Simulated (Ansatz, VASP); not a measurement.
## One calculation of Ge, two programs

Contents of INCAR:

```
PREC = Accurate
ENCUT = 520
EDIFF = 1E-6
ISMEAR = 0
SIGMA = 0.15
LREAL = F
LASPH = T
NELM = 60
ALGO = Fast
ISIF = 2
LWAVE = F
LCHARG = T
GGA = PS
LELF = T
LVHAR = T
NBANDS = 36
```

File KPOINTS:

```
Automatic mesh
0
Gamma
  12 12 8
```

Contents of POSCAR:

```
Ge
1.0
    3.9969678618      0.0000000000      0.0000000000
   -1.9984839309      3.4614757064      0.0000000000
    0.0000000000      0.0000000000      6.5963651449
Ge
4
Direct
    0.5410940327      0.2414077852      0.0629118567
    0.3333333333      0.6666666667      0.5629118567
    0.6666666667      0.3333333333      0.4370881433
    0.3333333333      0.6666666667      0.9370881433
```

Input for Ansatz:

```yaml
crystal:
  lattice:
    - [3.9969678618, 0.0, 0.0]
    - [-1.9984839309, 3.4614757064, 0.0]
    - [0.0, 0.0, 6.5963651449]
  atoms:
    - { symbol: Ge, position: [0.5410940327, 0.2414077852, 0.0629118567] }
    - { symbol: Ge, position: [0.3333333333, 0.6666666667, 0.5629118567] }
    - { symbol: Ge, position: [0.6666666667, 0.3333333333, 0.4370881433] }
    - { symbol: Ge, position: [0.3333333333, 0.6666666667, 0.9370881433] }
basis:
  ecutwfc: 420
kpoints:
  mp_grid: { grid: [12, 12, 8] }
hamiltonian:
  xc: pbesol
scf:
  occupations: { method: gaussian, width: 0.15 }
output:
  forces: true
  stress: true
  eigenvalues: true
  write_density: true
  write_potential: true
  elf: true
  volumetric_format: npy
```

Alike in both runs: task single point; functional PBEsol; k mesh 12 × 12 × 8; occupations gaussian, width 0.15 eV; no spin polarisation.

|  | VASP | Ansatz |
| --- | --- | --- |
| version | VASP 6.6.1 | Ansatz 0.2.0 |
| potentials or method | VASP PAW PBE potentials, release 64 (Ge_d), cutoff 520 eV | scalar-relativistic, plane waves, PAW |
| valence electrons in the cell | 56 | 56 |

Ansatz gave:

| Quantity | Value |
| --- | --- |
| gap on the k mesh at the Fermi level (eV) | none |
| pressure (GPa) | 2.4 |
| traceless stress, the component that is largest in VASP (GPa) | 5.60 |
| rms of the force components (eV/Å) | 1.535 |

**Question.** Which values does VASP return?

**Answer.** gap on the k mesh at the Fermi level (eV): none; pressure (GPa): 2.3; traceless stress, the component that is largest in VASP (GPa): 5.57; rms of the force components (eV/Å): 1.531.

VASP's potentials were made for PBE, not for PBEsol. Atom by atom the forces differ by 0.004 eV/Å (rms over components). A gap of «none» marks a metal or a gap that the smearing closes.
